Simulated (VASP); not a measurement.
# La (Im-3m) in VASP: further runs

Runs on La. Level: PBE. Tasks: single point.

All numbers are computed with VASP 6.6.1; they aren't measurements. Logs are shortened: lines on timing, memory, paths and dates and some standing lists are left out, and cuts for length are marked.

## Step 1: The cell of the first run

It takes space group Im-3m (No. 229, cubic). The conventional cell has a = 4.276 Å, b = 4.276 Å, c = 4.276 Å, α = 90.00°, β = 90.00°, γ = 90.00°. Within 4.9 Å of La (site symmetry m-3m) lie 14 La at 3.70 to 4.28 Å.

## Step 2: Single point, PBE (volume scaled by 1.02)

INCAR

```
SYSTEM = La
  PREC = Accurate
  ENCUT = 520
  EDIFF = 1E-6
  ISMEAR = -1
  SIGMA = 0.05
  LREAL = .False.
  LASPH = .True.
  NELM = 100
  ALGO = Normal
  ISIF = 2
  LWAVE = .False.
  LCHARG = .True.
  GGA = PE
  LELF = .True.
  LVHAR = .True.
  NBANDS = 12
```

KPOINTS

```
regular mesh
0
Gamma
  9 9 9
  0 0 0
```

POSCAR

```
La
1.0
   -2.1378965873      2.1378965873      2.1378965873
    2.1378965873     -2.1378965873      2.1378965873
    2.1378965873      2.1378965873     -2.1378965873
La
1
Direct
    0.0000000000      0.0000000000      0.0000000000
```

Potentials or basis: VASP PAW PBE potentials, release 64 (La).

Started as:

```
> cat potpaw_PBE.64/La/POTCAR > POTCAR
> mpirun -np 1 vasp_std > vasp.out
```

OUTCAR:

```text
SYSTEM = La
   PREC = Accurate
   ENCUT = 520
   EDIFF = 1E-6
   ISMEAR = -1
   LREAL = .False.
   LASPH = .True.
   NELM = 100
   ISIF = 2
   GGA = PE

 ion  position               nearest neighbor table
   1  0.000  0.000  0.000-

  LATTYP: Found a body centered cubic cell.
 ALAT       =     4.2757931746

  Lattice vectors:

 A1 = (  -2.1378965873,   2.1378965873,   2.1378965873)
 A2 = (   2.1378965873,  -2.1378965873,   2.1378965873)
 A3 = (   2.1378965873,   2.1378965873,  -2.1378965873)

Analysis of symmetry for initial positions (statically):
=====================================================================
 Subroutine PRICEL returns:
 Original cell was already a primitive cell.

 Routine SETGRP: Setting up the symmetry group for a
 body centered cubic supercell.

 Subroutine GETGRP returns: Found 48 space group operations
 (whereof 48 operations were pure point group operations)
 out of a pool of 48 trial point group operations.

The static configuration has the point symmetry O_h .

Analysis of symmetry for dynamics (positions and initial velocities):
=====================================================================
 Subroutine PRICEL returns:
 Original cell was already a primitive cell.

 Routine SETGRP: Setting up the symmetry group for a
 body centered cubic supercell.

 Subroutine GETGRP returns: Found 48 space group operations
 (whereof 48 operations were pure point group operations)
 out of a pool of 48 trial point group operations.

The dynamic configuration has the point symmetry O_h .

 Subroutine INISYM returns: Found 48 space group operations
 (whereof 48 operations are pure point group operations),
 and found     1 'primitive' translations

----------------------------------------------------------------------------------------

                                     Primitive cell

  volume of cell :      39.0859

  direct lattice vectors                    reciprocal lattice vectors
    -2.137896587  2.137896587  2.137896587     0.000000000  0.233874736  0.233874736
     2.137896587 -2.137896587  2.137896587     0.233874736  0.000000000  0.233874736
     2.137896587  2.137896587 -2.137896587     0.233874736  0.233874736  0.000000000

  length of vectors
     3.702945511  3.702945511  3.702945511     0.330748824  0.330748824  0.330748824

  position of ions in fractional coordinates (direct lattice)
     0.000000000  0.000000000  0.000000000

  ion indices of the primitive-cell ions
   primitive index   ion index
                 1           1

----------------------------------------------------------------------------------------

 KPOINTS: regular mesh

Automatic generation of k-mesh.
 Grid dimensions read from file:
 generate k-points for:    9    9    9

 Generating k-lattice:

  Cartesian coordinates                     Fractional coordinates (reciprocal lattice)
     0.000000000  0.025986082  0.025986082     0.111111111  0.000000000  0.000000000
     0.025986082  0.000000000  0.025986082     0.000000000  0.111111111  0.000000000
     0.025986082  0.025986082  0.000000000     0.000000000  0.000000000  0.111111111

  Length of vectors
     0.036749869  0.036749869  0.036749869

  Shift w.r.t. Gamma in fractional coordinates (k-lattice)
     0.000000000  0.000000000  0.000000000

 Subroutine IBZKPT returns following result:
 ===========================================

 Found     35 irreducible k-points:

 Following reciprocal coordinates:
            Coordinates               Weight
  0.000000  0.000000  0.000000      1.000000
  0.111111  0.000000  0.000000     12.000000
  0.222222  0.000000  0.000000     12.000000
  0.333333  0.000000  0.000000     12.000000
  0.444444  0.000000  0.000000     12.000000
  0.111111  0.111111  0.000000     24.000000
[... 16 lines left out ...]
 -0.333333  0.444444  0.111111     48.000000
 -0.444444 -0.444444  0.111111     24.000000
 [... further k-points ...]
   k-points           NKPTS =     35   k-points in BZ     NKDIM =     35   number of bands    NBANDS=     12
   number of dos      NEDOS =    301   number of ions     NIONS =      1
   total plane-waves  NPLWV =  21952
   dimension x,y,z NGX =    28 NGY =   28 NGZ =   28
   dimension x,y,z NGXF=    56 NGYF=   56 NGZF=   56
   ions per type =               1
   NGX,Y,Z   is equivalent  to a cutoff of  12.57, 12.57, 12.57 a.u.
   NGXF,Y,Z  is equivalent  to a cutoff of  25.14, 25.14, 25.14 a.u.
 SYSTEM =  La
   PREC   = accura    normal or accurate (medium, high low for compatibility)
   ISTART =      0    job   : 0-new  1-cont  2-samecut
   ICHARG =      2    charge: 1-file 2-atom 10-const
   ISPIN  =      1    spin polarized calculation?
   LNONCOLLINEAR =      F non collinear calculations
   LSORBIT =      F    spin-orbit coupling
   LASPH  =      T    aspherical Exc in radial PAW
   ENCUT  =  520.0 eV  38.22 Ry    6.18 a.u.   6.89  6.89  6.89*2*pi/ulx,y,z
   NELM   =    100;   NELMIN=  2; NELMDL= -5     # of ELM steps
   EDIFF  = 0.1E-05   stopping-criterion for ELM
   LREAL  =      F    real-space projection
   EDIFFG = 0.1E-04   stopping-criterion for IOM
   NSW    =      0    number of steps for IOM
   IBRION =     -1    ionic relax: 0-MD 1-quasi-New 2-CG
   NFREE  =      0    steps in history (QN), initial steepest desc. (CG)
   ISIF   =      2    stress and relaxation
   ISYM   =      2    0-nonsym 1-usesym 2-fastsym
   POTIM  = 0.5000    time-step for ionic-motion
   TEBEG  =    0.0;   TEEND  =   0.0 temperature during run
   PSTRESS=    0.0 pullay stress
   NELECT =      11.0000    total number of electrons
   NUPDOWN=      -1.0000    fix difference up-down
   EMIN   =  10.00;   EMAX   =-10.00  energy-range for DOS
   EFERMI =   0.00;   METHOD = LEGACY
   ISMEAR =    -1;   SIGMA  =   0.05  broadening in eV -4-tet -1-fermi 0-gaus
   EFERMI_NEDOS =   21; number of points for ismear=-14 and -15
   IALGO  =     38    algorithm
   IMIX   =      4    mixing-type and parameters
     AMIX     =   0.40;   BMIX     =  1.00
     AMIX_MAG =   1.60;   BMIX_MAG =  1.00
  volume/ion in A,a.u.               =      39.09       263.76
  Fermi-wavevector in a.u.,A,eV,Ry     =   1.072834  2.027362 15.659924  1.150972
  Thomas-Fermi vector in A             =   2.208615
   LORBIT       =      0    0 simple, 1 ext, 2 COOP (PROOUT), +10 PAW based schemes
   GGA     = PE    functional components
   LHFCALC =     F    Hartree Fock is set to
   AEXX    =    0.0000 exact exchange contribution
   IVDW    =     0    specifies the selected vdW correction
   LEPSILON=     F    determine dielectric tensor
   LRPA    =     F    only Hartree local field effects (RPA)
 non-spin polarized calculation
  energy-cutoff  :      520.00
  volume of cell :       39.09
 maximum number of plane-waves:      1061
   NGX = 13   NGY = 13   NGZ = 13

 number of electron      10.9999998 magnetization

 Free energy of the ion-electron system (eV)
  ---------------------------------------------------
  ext. energy  EPLUGINS =         0.00000000
  ---------------------------------------------------
  free energy    TOTEN  =        -4.76737975 eV

  energy without entropy =       -4.73952676  energy(sigma->0) =       -4.75345325

 E-fermi :   7.3972     XC(G=0):  -9.3564

 val. band max:        7.3909055185   @ k =   0.3333   0.2222   0.0000
 cond. band min:       7.4339514679   @ k =   0.2222   0.2222   0.1111
 fundamental gap:      0.0430459494
 Fermi energy:         7.3972306284

 k-point     1 :       0.0000    0.0000    0.0000
  band No.  band energies     occupation
      1     -25.5778      2.00000
      2      -8.6551      2.00000
      3      -8.6551      2.00000
      4      -8.6551      2.00000
      5       4.1813      2.00000
      6       8.8258      0.00000
      7       8.8258      0.00000
      8       8.8258      0.00000
      9       8.8354      0.00000
     10       8.8354      0.00000
     11       8.8354      0.00000
     12       9.4989      0.00000

 k-point     2 :       0.1111    0.0000    0.0000
  band No.  band energies     occupation
      1     -25.5583      2.00000
      2      -8.8094      2.00000
      3      -8.7008      2.00000
      4      -8.6568      2.00000
      5       4.5353      2.00000
      6       8.3891      0.00000
      7       8.3933      0.00000
      8       8.8241      0.00000
      9       8.9323      0.00000
     10       9.1143      0.00000
     11       9.1234      0.00000
     12       9.4672      0.00000

 k-point     3 :       0.2222    0.0000    0.0000
  band No.  band energies     occupation
      1     -25.5085      2.00000
      2      -9.1784      2.00000
      3      -8.8137      2.00000
      4      -8.6613      2.00000
      5       5.3387      2.00000
      6       7.9039      0.00008
      7       7.9784      0.00002
      8       8.8095      0.00000
      9       9.0545      0.00000
     10       9.1986      0.00000
     11       9.2811      0.00000
     12       9.4268      0.00000
[... 286 lines left out ...]
 k-point    23 :      -0.3333    0.4444    0.1111
  band No.  band energies     occupation
      1     -25.3963      2.00000
      2      -9.6314      2.00000
      3      -9.1550      2.00000
      4      -8.8464      2.00000
      5       6.4576      2.00000
      6       7.3450      1.47968
      7       8.0682      0.00000
      8       8.7637      0.00000
      9       9.0473      0.00000
     10       9.2066      0.00000
     11       9.3993      0.00000
     12       9.4568      0.00000

 k-point    24 :      -0.4444   -0.4444    0.1111
  band No.  band energies     occupation
      1     -25.3784      2.00000
      2      -9.7164      2.00000
      3      -9.2144      2.00000
      4      -8.8459      2.00000
      5       6.3391      2.00000
      6       7.6284      0.01946
      7       7.9047      0.00008
      8       8.6858      0.00000
      9       9.1028      0.00000
     10       9.2640      0.00000
     11       9.4299      0.00000
     12       9.4698      0.00000

 [... further k-points ...]
[... 5 lines left out ...]
  --------------------------------------------------------------------------------------
  -------------------------------------------------------------------------------------
  Total       -0.2400241     -0.2400241     -0.2400241     -0.0000000      0.0000000     -0.0000000
  in kB       -9.8388733     -9.8388733     -9.8388733     -0.0000000      0.0000000     -0.0000000
  external PRESSURE =      -9.8388733 kB  Pullay stress =       0.0000000 kB

 VOLUME and BASIS-vectors are now :
 -----------------------------------------------------------------------------
  energy-cutoff  :      520.00
  volume of cell :       39.09
      direct lattice vectors                 reciprocal lattice vectors
    -2.137896587  2.137896587  2.137896587     0.000000000  0.233874736  0.233874736
     2.137896587 -2.137896587  2.137896587     0.233874736  0.000000000  0.233874736
     2.137896587  2.137896587 -2.137896587     0.233874736  0.233874736  0.000000000

 POSITION                                       TOTAL-FORCE (eV/Angst)
 -----------------------------------------------------------------------------------
      0.00000      0.00000      0.00000         0.000000     -0.000000     -0.000000
 -----------------------------------------------------------------------------------
    total drift:                               -0.000000      0.000000      0.000000

  FREE ENERGIE OF THE ION-ELECTRON SYSTEM (eV)
  ---------------------------------------------------
  free  energy   TOTEN  =        -4.7673797493 eV

  energy  without entropy=       -4.7395267573  energy(sigma->0) =       -4.75345325
```

Run time: 25 s. Hardware: 1 thread of Intel Xeon Platinum 8488C (Sapphire Rapids), shared host; peak memory 0.17 GiB.

What came out:

| Quantity | Value |
| --- | --- |
| Free energy | -4.7674 eV |
| Pressure | -1.0 GPa |

Levels at points of the mesh, in eV from the Fermi level:
```tsv
k point	band 4	band 5	band 6	band 7	band 8	band 9
(0.00, 0.00, 0.00)	-16.05	-3.22	1.43	1.43	1.43	1.44
```

Caveat: spin-orbit coupling is left out, which moves the levels of the heavy elements.

(Part 1 of 2 ends here.)
